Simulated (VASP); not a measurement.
# Zn (Fm-3m) in VASP: a series of runs

The runs below take Zn through single point, with PBE.

Everything below comes from runs of VASP 6.6.1. Logs are shortened: lines on timing, memory, paths and dates and some standing lists are left out, and cuts for length are marked.

## Step 1: The cell of the first run

It takes space group Fm-3m (No. 225, cubic). The conventional cell has a = 3.928 Å, b = 3.928 Å, c = 3.928 Å, α = 90.00°, β = 90.00°, γ = 90.00°. Within 3.7 Å of Zn (site symmetry m-3m) lie 12 Zn at 2.78 Å.

## Step 2: Single point, PBE

INCAR reads:

```
SYSTEM = Zn
PREC     = Accurate       ! precision mode
ENCUT    = 500            ! plane-wave cutoff, eV
EDIFF    = 1E-6           ! SCF threshold, eV
ISMEAR   = -1             ! smearing method
SIGMA    = 0.1            ! smearing width, eV
LREAL    = .False.        ! projectors in reciprocal space
LASPH    = .True.         ! aspherical terms in the spheres
NELM     = 120            ! most SCF steps
ALGO     = Normal         ! electronic algorithm
ISIF     = 2              ! what is computed and relaxed
LWAVE    = .False.        ! write WAVECAR
LCHARG   = .False.        ! write CHGCAR
GGA      = PE             ! functional
NBANDS   = 32             ! bands
GGA_COMPAT= .False.
```

KPOINTS reads:

```
regular mesh
0
Gamma
  2 2 2
  0 0 0
```

POSCAR reads:

```
Zn
1.0
    3.9281036900      0.0000000000      0.0000000000
    0.0000000000      3.9281036900      0.0000000000
    0.0000000000      0.0000000000      3.9281036900
Zn
4
Direct
    0.5000000000      0.5000000000      0.0000000000
    0.0000000000      0.0000000000      0.0000000000
    0.5000000000      0.0000000000      0.5000000000
    0.0000000000      0.5000000000      0.5000000000
```

Potentials or basis: VASP PAW PBE potentials, release 64 (Zn).

Run with:

```
$ cat potpaw_PBE.64/Zn/POTCAR > POTCAR
$ mpirun -np 1 vasp_std > vasp.out
```

OUTCAR:

```text
SYSTEM = Zn
   PREC = Accurate
   ENCUT = 500
   EDIFF = 1E-6
   ISMEAR = -1
   LREAL = .False.
   LASPH = .True.
   NELM = 120
   ISIF = 2
   GGA = PE

 ion  position               nearest neighbor table
   1  0.500  0.500  0.000-   2 2.78   3 2.78   4 2.78   3 2.78   4 2.78   2 2.78   3 2.78   3 2.78
                             2 2.78   4 2.78   4 2.78   2 2.78
   2  0.000  0.000  0.000-   1 2.78   3 2.78   4 2.78   3 2.78   4 2.78   1 2.78   4 2.78   4 2.78
                             1 2.78   3 2.78   3 2.78   1 2.78
   3  0.500  0.000  0.500-   1 2.78   2 2.78   4 2.78   1 2.78   2 2.78   1 2.78   4 2.78   1 2.78
                             2 2.78   4 2.78   2 2.78   4 2.78
   4  0.000  0.500  0.500-   1 2.78   2 2.78   3 2.78   1 2.78   2 2.78   2 2.78   3 2.78   2 2.78
                             1 2.78   3 2.78   1 2.78   3 2.78

  LATTYP: Found a simple cubic cell.
 ALAT       =     3.9281036900

  Lattice vectors:

 A1 = (   3.9281036900,   0.0000000000,   0.0000000000)
 A2 = (   0.0000000000,   3.9281036900,   0.0000000000)
 A3 = (   0.0000000000,   0.0000000000,   3.9281036900)

Analysis of symmetry for initial positions (statically):
=====================================================================
 Subroutine PRICEL returns following result:

  LATTYP: Found a face centered cubic cell.
 ALAT       =     3.9281036900

  Lattice vectors:

 A1 = (   1.9640518450,  -1.9640518450,   0.0000000000)
 A2 = (   1.9640518450,   0.0000000000,   1.9640518450)
 A3 = (   0.0000000000,  -1.9640518450,   1.9640518450)

   4 primitive cells build up your supercell.

 Routine SETGRP: Setting up the symmetry group for a
 simple cubic supercell.

 Subroutine GETGRP returns: Found 48 space group operations
[... 5 lines left out ...]
Analysis of symmetry for dynamics (positions and initial velocities):
=====================================================================
 Subroutine PRICEL returns following result:

  LATTYP: Found a face centered cubic cell.
 ALAT       =     3.9281036900

  Lattice vectors:

 A1 = (   1.9640518450,  -1.9640518450,   0.0000000000)
 A2 = (   1.9640518450,   0.0000000000,   1.9640518450)
 A3 = (   0.0000000000,  -1.9640518450,   1.9640518450)

   4 primitive cells build up your supercell.

 Routine SETGRP: Setting up the symmetry group for a
 simple cubic supercell.

 Subroutine GETGRP returns: Found 48 space group operations
[... 5 lines left out ...]
 Subroutine INISYM returns: Found 48 space group operations
 (whereof 48 operations are pure point group operations),
 and found     4 'primitive' translations

----------------------------------------------------------------------------------------

                                     Primitive cell

  volume of cell :      15.1527

  direct lattice vectors                    reciprocal lattice vectors
     1.964051845 -1.964051845  0.000000000     0.254575765 -0.254575765 -0.254575765
     1.964051845  0.000000000  1.964051845     0.254575765  0.254575765  0.254575765
     0.000000000 -1.964051845  1.964051845    -0.254575765 -0.254575765  0.254575765

  length of vectors
     2.777588756  2.777588756  2.777588756     0.440938159  0.440938159  0.440938159

  position of ions in fractional coordinates (direct lattice)
     1.000000000  0.000000000  0.000000000

  ion indices of the primitive-cell ions
   primitive index   ion index
                 1           1

----------------------------------------------------------------------------------------

 KPOINTS: regular mesh

Automatic generation of k-mesh.
 Grid dimensions read from file:
 generate k-points for:    2    2    2

 Generating k-lattice:

  Cartesian coordinates                     Fractional coordinates (reciprocal lattice)
     0.127287882  0.000000000  0.000000000     0.500000000  0.000000000  0.000000000
     0.000000000  0.127287882  0.000000000     0.000000000  0.500000000  0.000000000
     0.000000000  0.000000000  0.127287882     0.000000000  0.000000000  0.500000000

  Length of vectors
     0.127287882  0.127287882  0.127287882

  Shift w.r.t. Gamma in fractional coordinates (k-lattice)
     0.000000000  0.000000000  0.000000000

 Subroutine IBZKPT returns following result:
 ===========================================

 Found      4 irreducible k-points:

 Following reciprocal coordinates:
            Coordinates               Weight
  0.000000  0.000000  0.000000      1.000000
  0.500000  0.000000  0.000000      3.000000
  0.500000  0.500000  0.000000      3.000000
  0.500000  0.500000  0.500000      1.000000
   k-points           NKPTS =      4   k-points in BZ     NKDIM =      4   number of bands    NBANDS=     32
   number of dos      NEDOS =    301   number of ions     NIONS =      4
   total plane-waves  NPLWV =  27000
   dimension x,y,z NGX =    30 NGY =   30 NGZ =   30
   dimension x,y,z NGXF=    60 NGYF=   60 NGZF=   60
   ions per type =               4
   NGX,Y,Z   is equivalent  to a cutoff of  12.70, 12.70, 12.70 a.u.
   NGXF,Y,Z  is equivalent  to a cutoff of  25.39, 25.39, 25.39 a.u.
 SYSTEM =  Zn
   PREC   = accura    normal or accurate (medium, high low for compatibility)
   ISTART =      0    job   : 0-new  1-cont  2-samecut
   ICHARG =      2    charge: 1-file 2-atom 10-const
   ISPIN  =      1    spin polarized calculation?
   LNONCOLLINEAR =      F non collinear calculations
   LSORBIT =      F    spin-orbit coupling
   LASPH  =      T    aspherical Exc in radial PAW
   ENCUT  =  500.0 eV  36.75 Ry    6.06 a.u.   7.16  7.16  7.16*2*pi/ulx,y,z
   NELM   =    120;   NELMIN=  2; NELMDL= -5     # of ELM steps
   EDIFF  = 0.1E-05   stopping-criterion for ELM
   LREAL  =      F    real-space projection
   EDIFFG = 0.1E-04   stopping-criterion for IOM
   NSW    =      0    number of steps for IOM
   IBRION =     -1    ionic relax: 0-MD 1-quasi-New 2-CG
   NFREE  =      0    steps in history (QN), initial steepest desc. (CG)
   ISIF   =      2    stress and relaxation
   ISYM   =      2    0-nonsym 1-usesym 2-fastsym
   POTIM  = 0.5000    time-step for ionic-motion
   TEBEG  =    0.0;   TEEND  =   0.0 temperature during run
   PSTRESS=    0.0 pullay stress
   NELECT =      48.0000    total number of electrons
   NUPDOWN=      -1.0000    fix difference up-down
   EMIN   =  10.00;   EMAX   =-10.00  energy-range for DOS
   EFERMI =   0.00;   METHOD = LEGACY
   ISMEAR =    -1;   SIGMA  =   0.10  broadening in eV -4-tet -1-fermi 0-gaus
   EFERMI_NEDOS =   21; number of points for ismear=-14 and -15
   IALGO  =     38    algorithm
   IMIX   =      4    mixing-type and parameters
     AMIX     =   0.40;   BMIX     =  1.00
     AMIX_MAG =   1.60;   BMIX_MAG =  1.00
  volume/ion in A,a.u.               =      15.15       102.26
  Fermi-wavevector in a.u.,A,eV,Ry     =   1.514627  2.862230 31.213048  2.294094
  Thomas-Fermi vector in A             =   2.624259
   LORBIT       =      0    0 simple, 1 ext, 2 COOP (PROOUT), +10 PAW based schemes
   GGA     = PE    functional components
   LHFCALC =     F    Hartree Fock is set to
   AEXX    =    0.0000 exact exchange contribution
   IVDW    =     0    specifies the selected vdW correction
   LEPSILON=     F    determine dielectric tensor
   LRPA    =     F    only Hartree local field effects (RPA)
 non-spin polarized calculation
  energy-cutoff  :      500.00
  volume of cell :       60.61
 maximum number of plane-waves:      1568
 NGX is ok and might be reduce to    30
   NGX = 15   NGY = 15   NGZ = 15

 number of electron      47.9999962 magnetization

 Free energy of the ion-electron system (eV)
  ---------------------------------------------------
  ext. energy  EPLUGINS =         0.00000000
  ---------------------------------------------------
  free energy    TOTEN  =        -4.60626674 eV

  energy without entropy =       -4.54050103  energy(sigma->0) =       -4.57338389

 E-fermi :   4.8924     XC(G=0): -11.5738

 val. band max:        4.8399168800   @ k =   0.0000   0.0000   0.0000
 cond. band min:       5.3558316509   @ k =   0.5000   0.0000   0.0000
 fundamental gap:      0.5159147708
 Fermi energy:         4.8923665759

 k-point     1 :       0.0000    0.0000    0.0000
  band No.  band energies     occupation
      1      -7.2638      2.00000
      2      -5.1771      2.00000
      3      -5.1771      2.00000
      4      -5.1771      2.00000
      5      -5.0973      2.00000
      6      -5.0973      2.00000
      7      -5.0973      2.00000
      8      -4.4825      2.00000
      9      -4.4825      2.00000
     10      -4.4825      2.00000
     11      -4.1000      2.00000
     12      -4.1000      2.00000
     13      -3.8291      2.00000
     14      -3.8291      2.00000
     15      -3.8291      2.00000
     16      -3.7436      2.00000
     17      -3.7436      2.00000
     18      -3.7436      2.00000
     19      -3.7436      2.00000
     20      -3.7436      2.00000
     21      -3.7436      2.00000
     22       2.1039      2.00000
     23       2.1039      2.00000
     24       2.1039      2.00000
     25       4.8399      1.25640
     26       4.8399      1.25640
     27       4.8399      1.25640
     28      11.5360      0.00000
     29      11.5360      0.00000
     30      11.5360      0.00000
     31      11.5360      0.00000
     32      11.5360      0.00000

 k-point     2 :       0.5000    0.0000    0.0000
  band No.  band energies     occupation
      1      -5.2318      2.00000
      2      -5.2318      2.00000
      3      -4.8277      2.00000
      4      -4.8277      2.00000
      5      -4.7910      2.00000
      6      -4.7910      2.00000
      7      -4.5828      2.00000
      8      -4.5828      2.00000
      9      -4.5828      2.00000
     10      -4.5828      2.00000
     11      -4.1471      2.00000
     12      -4.1471      2.00000
     13      -4.1471      2.00000
     14      -4.1471      2.00000
     15      -4.0772      2.00000
     16      -4.0772      2.00000
     17      -3.9652      2.00000
     18      -3.9652      2.00000
     19      -3.9062      2.00000
     20      -3.9062      2.00000
     21      -3.7433      2.00000
     22      -3.7433      2.00000
     23       5.3558      0.01923
     24       5.3558      0.01923
     25       5.3558      0.01923
     26       5.3558      0.01923
     27       6.2210      0.00000
     28       6.2210      0.00000
     29       7.1467      0.00000
     30       7.1467      0.00000
     31      14.5825      0.00000
     32      14.5825      0.00000

 k-point     3 :       0.5000    0.5000    0.0000
  band No.  band energies     occupation
      1      -4.7204      2.00000
      2      -4.7204      2.00000
      3      -4.7204      2.00000
      4      -4.7204      2.00000
      5      -4.6067      2.00000
      6      -4.6067      2.00000
      7      -4.6067      2.00000
      8      -4.6067      2.00000
      9      -4.4227      2.00000
     10      -4.4227      2.00000
     11      -4.4227      2.00000
     12      -4.4227      2.00000
     13      -4.2245      2.00000
     14      -4.2245      2.00000
     15      -4.2245      2.00000
     16      -4.2245      2.00000
     17      -4.0848      2.00000
     18      -4.0848      2.00000
     19      -4.0848      2.00000
     20      -4.0848      2.00000
     21      -1.4685      2.00000
     22      -1.4685      2.00000
     23      -1.4685      2.00000
     24      -1.4685      2.00000
     25       8.1916      0.00000
     26       8.1916      0.00000
     27       8.1916      0.00000
     28       8.1916      0.00000
     29       8.8685      0.00000
     30       8.8685      0.00000
     31       8.8685      0.00000
     32       8.8685      0.00000

 k-point     4 :       0.5000    0.5000    0.5000
  band No.  band energies     occupation
      1      -5.2247      2.00000
      2      -5.2247      2.00000
      3      -5.2247      2.00000
      4      -5.2247      2.00000
      5      -4.4872      2.00000
      6      -4.4872      2.00000
      7      -4.4872      2.00000
      8      -4.4872      2.00000
      9      -4.4872      2.00000
     10      -4.4872      2.00000
     11      -4.4872      2.00000
     12      -4.4872      2.00000
     13      -3.8153      2.00000
     14      -3.8153      2.00000
     15      -3.8153      2.00000
     16      -3.8153      2.00000
     17      -3.8153      2.00000
     18      -3.8153      2.00000
     19      -3.8153      2.00000
     20      -3.8153      2.00000
     21       0.1950      2.00000
     22       0.1950      2.00000
     23       0.1950      2.00000
     24       0.1950      2.00000
     25       1.7321      2.00000
     26       1.7321      2.00000
     27       1.7321      2.00000
     28       1.7321      2.00000
     29      18.3651      0.00000
     30      18.3651      0.00000
     31      18.3651      0.00000
     32      18.3651      0.00000

------------------------ aborting loop because EDIFF is reached ----------------------------------------

  FORCE on cell =-STRESS in cart. coord.  units (eV):
  Direction    XX          YY          ZZ          XY          YZ          ZX
  --------------------------------------------------------------------------------------
  -------------------------------------------------------------------------------------
  Total        1.0720041      1.0720041      1.0720041      0.0000000      0.0000000     -0.0000000
  in kB       28.3372834     28.3372834     28.3372834      0.0000000      0.0000000     -0.0000000
  external PRESSURE =      28.3372834 kB  Pullay stress =       0.0000000 kB

 VOLUME and BASIS-vectors are now :
 -----------------------------------------------------------------------------
  energy-cutoff  :      500.00
  volume of cell :       60.61
      direct lattice vectors                 reciprocal lattice vectors
     3.928103690  0.000000000  0.000000000     0.254575765  0.000000000  0.000000000
     0.000000000  3.928103690  0.000000000     0.000000000  0.254575765  0.000000000
     0.000000000  0.000000000  3.928103690     0.000000000  0.000000000  0.254575765

 POSITION                                       TOTAL-FORCE (eV/Angst)
 -----------------------------------------------------------------------------------
      1.96405      1.96405      0.00000         0.000000      0.000000      0.000000
      0.00000      0.00000      0.00000        -0.000000     -0.000000     -0.000000
      1.96405      0.00000      1.96405         0.000000      0.000000      0.000000
      0.00000      1.96405      1.96405        -0.000000     -0.000000      0.000000
 -----------------------------------------------------------------------------------
    total drift:                                0.000000      0.000000     -0.000000

  FREE ENERGIE OF THE ION-ELECTRON SYSTEM (eV)
  ---------------------------------------------------
  free  energy   TOTEN  =        -4.6062667408 eV

  energy  without entropy=       -4.5405010313  energy(sigma->0) =       -4.57338389
```

It took 12 s on 1 thread of AMD EPYC 7R13, shared host; peak memory 0.13 GiB.

What came out:

* Free energy: -4.6063 eV
* Pressure: 2.8 GPa
* Band gap on the k mesh: zero (band 24 reaches 5.36 eV, above the bottom of band 25 at 1.73 eV)

Levels at points of the mesh, in eV from the Fermi level:
| k point | band 23 | band 24 | band 25 | band 26 | band 27 | band 28 |
| --- | --- | --- | --- | --- | --- | --- |
| (0.00, 0.00, 0.00) | -2.79 | -2.79 | -0.05 | -0.05 | -0.05 | 6.64 |
| (0.50, 0.00, 0.00) | 0.46 | 0.46 | 0.46 | 0.46 | 1.33 | 1.33 |
| (0.50, 0.50, 0.00) | -6.36 | -6.36 | 3.30 | 3.30 | 3.30 | 3.30 |
| (0.50, 0.50, 0.50) | -4.70 | -4.70 | -3.16 | -3.16 | -3.16 | -3.16 |

Caveat: the k points lie up to 0.80 Å⁻¹ apart.

## Step 3: Single point, PBE

INCAR reads:

```
ALGO     = Normal         # electronic algorithm
EDIFF    = 1E-6           # SCF threshold, eV
ENCUT    = 500            # plane-wave cutoff, eV
GGA      = PE             # functional
GGA_COMPAT= False        
ISIF     = 2              # what is computed and relaxed
ISMEAR   = -1             # smearing method
LASPH    = True           # aspherical terms in the spheres
LCHARG   = False          # write CHGCAR
LREAL    = False          # projectors in reciprocal space
LWAVE    = False          # write WAVECAR
NBANDS   = 32             # bands
NELM     = 120            # most SCF steps
PREC     = Accurate       # precision mode
SIGMA    = 0.1            # smearing width, eV
```

KPOINTS reads:

```
k-points
0
Gamma
  2 2 2
```

POSCAR is that of step 2.

Potentials or basis: VASP PAW PBE potentials, release 64 (Zn).

Run with:

```
$ cat potpaw_PBE.64/Zn/POTCAR > POTCAR
$ mpirun -np 1 vasp_std > vasp.out
```

It took 10 s on 1 thread of AMD EPYC 7R13, shared host; peak memory 0.13 GiB.

The run converged. Its results:

```yaml
Free_energy: -4.6063 eV
Pressure: 2.8 GPa
Band_gap_on_the_k_mesh: zero (band 24 reaches 5.36 eV, above the bottom of band 25 at 1.73 eV)
```

Levels at points of the mesh, in eV from the Fermi level:
| k point | band 23 | band 24 | band 25 | band 26 | band 27 | band 28 |
| --- | --- | --- | --- | --- | --- | --- |
| (0.00, 0.00, 0.00) | -2.79 | -2.79 | -0.05 | -0.05 | -0.05 | 6.64 |
| (0.50, 0.00, 0.00) | 0.46 | 0.46 | 0.46 | 0.46 | 1.33 | 1.33 |
| (0.50, 0.50, 0.00) | -6.36 | -6.36 | 3.30 | 3.30 | 3.30 | 3.30 |
| (0.50, 0.50, 0.50) | -4.70 | -4.70 | -3.16 | -3.16 | -3.16 | -3.16 |

Caveat: the k points lie up to 0.80 Å⁻¹ apart.
